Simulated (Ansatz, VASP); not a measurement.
Two plane-wave programs on CaB2

```xyz
3
Lattice="1.7315 0.9997 5.4435 -1.7315 0.9997 5.4435 0.0000 -1.9993 5.4435" Properties=species:S:1:pos:R:3 pbc="T T T"
Ca    0.0000    0.0000    0.0000
B     0.0000    0.0000    7.3669
B     0.0000    0.0000    8.9636
```

Alike in both runs: functional PBE; k mesh 15 × 15 × 15; occupations gaussian, width 0.1 eV; no spin polarisation.

Ansatz relaxed the structure, and its values are those at the end. VASP's run is a single point on that final structure, the one shown.

|  | VASP | Ansatz |
| --- | --- | --- |
| version | VASP 6.6.1 | Ansatz 0.2.0 |
| potentials or method | VASP PAW PBE potentials, release 64 (Ca_sv, B), cutoff 520 eV | scalar-relativistic, plane waves, PAW |
| valence electrons in the cell | 16 | 16 |

Ansatz gave:

```
gap on the k mesh at the Fermi level (eV) : none
pressure (GPa)                            : 0.0
rms of the force components (eV/Å)        : 0.003
```

Problem. What did VASP give for the same quantities?

Solution. gap on the k mesh at the Fermi level (eV): none; pressure (GPa): 0.1; rms of the force components (eV/Å): 0.004.

A gap of «none» marks a metal or a gap that the smearing closes.
